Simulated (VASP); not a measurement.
Runs of VASP 6.6.1 on Cd3SeS2. The structure is that of space group P4/mmm (No. 123), or close to it. The cells are those of the table. 

```csv
task,cell,k mesh,cutoff (eV),gap on the mesh (eV),pressure (GPa),largest force (eV/Å)
single point,"a = 3.874, b = 3.874, c = 9.532 Å, 6 atoms",10 × 10 × 4,520,none,0.2,(b)
relaxation of cell and atoms,"relaxed from a = 4.427, b = 4.427, c = 8.797 Å, 6 atoms",4 × 4 × 2,600,none,0.0,0.04
single point,"a = 4.427, b = 4.427, c = 8.797 Å, 6 atoms",4 × 4 × 2,520,none,(a),38.40
single point,"a = 3.885, b = 3.885, c = 9.412 Å, 6 atoms",4 × 4 × 2,520,none,0.3,0.03
```

Alike in all rows: level PBE; potentials or basis VASP PAW PBE potentials, release 64 (Cd, Se, S); no spin polarisation; smearing gaussian 0.1 eV.

Fill in the values left out.

(a) 50.3; (b) 0.01.

Caveats: some runs use coarse meshes; forces of over 1 eV/Å act on the atoms, so gaps and moduli don't describe the material at rest (some runs).

A k mesh can miss the band edges, and the runs leave out spin-orbit coupling on Cd, Se.

A gap of «none» marks levels without a gap at the run's occupations.
